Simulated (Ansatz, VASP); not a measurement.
**One calculation of BeTe, two programs**

```xyz
2
Lattice="0.0000 2.7442 2.7442 2.7442 0.0000 2.7442 2.7442 2.7442 0.0000" Properties=species:S:1:pos:R:3 pbc="T T T"
Be    0.0000    0.0000    0.0000
Te    1.3721    1.3721    1.3721
```

Alike in both runs: task single point; functional PBE; k mesh 8 × 8 × 8; occupations gaussian, width 0.02 eV; no spin polarisation.

```csv
,VASP,Ansatz
version,VASP 6.6.1,Ansatz 0.2.0
potentials or method,"VASP PAW PBE potentials, release 64 (Be, Te), cutoff 600 eV","scalar-relativistic, plane waves, PAW"
valence electrons in the cell,8,18
```

|  | VASP | Ansatz | Ansatz less VASP |
| --- | --- | --- | --- |
| gap on the k mesh at the Fermi level (eV) | 1.77 | 1.79 | +0.019 |
| least direct gap on the mesh (eV) | 3.53 | 3.56 | +0.023 |
| pressure (GPa) | 6.6 | 6.4 | -0.20 |

VASP's potentials hold 8 valence electrons a cell and Ansatz's 18, so a difference there can come from the potentials and not from the codes.

Spin-orbit coupling is off throughout.
